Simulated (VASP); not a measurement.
Runs of VASP 6.6.1 on Sn. The typed cell holds 1 atom: a = 3.234 Å, b = 3.520 Å, c = 3.421 Å, α = 119.67°, β = 114.67°, γ = 94.75°. 

| level | share of exact exchange | screening parameter | gap on the mesh (eV) | pressure (GPa) |
| --- | --- | --- | --- | --- |
| B3LYP | 0.2 | - | none | (a) |
| HSE06 | 0.25 | 0.2079 1/Å | none | -2.6 |
| r2SCAN50 | 0.5 | - | none | -4.7 |
| r2SCAN0 | 0.25 | - | none | -3.4 |

Alike in all rows: task single point; potentials or basis VASP PAW PBE potentials, release 64 (Sn_d); no spin polarisation; cell as given; k mesh 5 × 5 × 5; cutoff (eV) 520; smearing fermi-dirac 0.05 eV.

Question: Estimate the missing entries.

Answer: (a) 1.0.

Caveats: all runs use coarse meshes; the PAW data sets were made with another functional, which shifts forces and pressure a little; spin-orbit coupling is left out, which moves the levels of the heavy elements.

A k mesh can miss the band edges, and the runs leave out spin-orbit coupling on Sn.

A gap of «none» marks levels without a gap at the run's occupations.
